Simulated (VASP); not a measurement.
A run of VASP 6.6.1 is set up as follows.

File INCAR:

```
SYSTEM = FeCuSO
PREC = Accurate ; ENCUT = 520
EDIFF = 1E-7 ; ISMEAR = -1
SIGMA = 0.1 ; LREAL = .False.
LASPH = .True. ; NELM = 80
ALGO = Normal ; ISIF = 2
LWAVE = .False. ; LCHARG = .False.
GGA = PE ; NBANDS = 41
```

The input KPOINTS:

```
regular mesh
0
Gamma
  5 5 2
  0 0 0
```

POSCAR

```
FeCuSO
1.0
    3.7863880000      0.0000000000      0.0000000000
    0.0000000000      3.7863880000      0.0000000000
    0.0000000000      0.0000000000      8.5646720000
Cu S Fe O
2 2 2 2
Direct
    0.7500000000      0.2500000000      0.5000000000
    0.2500000000      0.7500000000      0.5000000000
    0.2500000000      0.2500000000      0.3442000000
    0.7500000000      0.7500000000      0.6558000000
    0.2500000000      0.7500000000      0.0000000000
    0.7500000000      0.2500000000      0.0000000000
    0.2500000000      0.2500000000      0.9256000000
    0.7500000000      0.7500000000      0.0744000000
```

Potentials or basis: VASP PAW PBE potentials, release 64 (Cu, S, Fe, O).

Launch:

```console
$ cat potpaw_PBE.64/Cu/POTCAR potpaw_PBE.64/S/POTCAR potpaw_PBE.64/Fe/POTCAR potpaw_PBE.64/O/POTCAR > POTCAR
$ mpirun -np 1 vasp_std > vasp.out
```

(1) Predict the band gap on the k mesh.

(2) Predict the largest force.

(3) Estimate the pressure.

Results:

(1) zero (band 31 reaches 4.16 eV, above the bottom of band 32 at 3.47 eV).

(2) 0.769 eV/Å.

(3) -7.7 GPa.

Caveat: the k points lie up to 0.37 Å⁻¹ apart; the run has no spin polarisation, though such a crystal can be magnetic; semilocal functionals often make such compounds metallic where correlation or magnetic order opens a gap, which also shifts bond lengths.
